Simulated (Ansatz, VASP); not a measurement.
Two plane-wave programs on Al9H

```
CELL_PARAMETERS angstrom
2.85432 0.00000 0.00000
-1.42716 9.70333 0.00000
0.00000 0.00000 21.79027
ATOMIC_POSITIONS crystal
Al 0.53245 0.06490 0.18357
Al 0.67097 0.34194 0.22928
Al 0.29867 0.59735 0.23842
Al 0.92638 0.85275 0.24756
Al 0.06397 0.12774 0.29371
Al 0.19959 0.40427 0.34526
Al 0.82885 0.65971 0.35245
Al 0.45264 0.91113 0.36076
Al 0.59252 0.18146 0.40340
H 0.46752 0.05646 0.48004
```

Alike in both runs: task single point; functional PBE; k mesh 9 × 3 × 1; occupations gaussian, width 0.1 eV; no spin polarisation.

```csv
,VASP,Ansatz
version,VASP 6.6.1,Ansatz 0.2.0
potentials or method,"VASP PAW PBE potentials, release 64 (Al, H), cutoff 520 eV","scalar-relativistic, plane waves, PAW"
valence electrons in the cell,28,28
```

```tsv
	VASP	Ansatz	Ansatz less VASP
gap on the k mesh at the Fermi level (eV)	none	none	-
rms of the force components (eV/Å)	0.468	0.468	+0.0001
```

Atom by atom the forces differ by 0.001 eV/Å (rms over components). A gap of «none» marks a metal or a gap that the smearing closes.
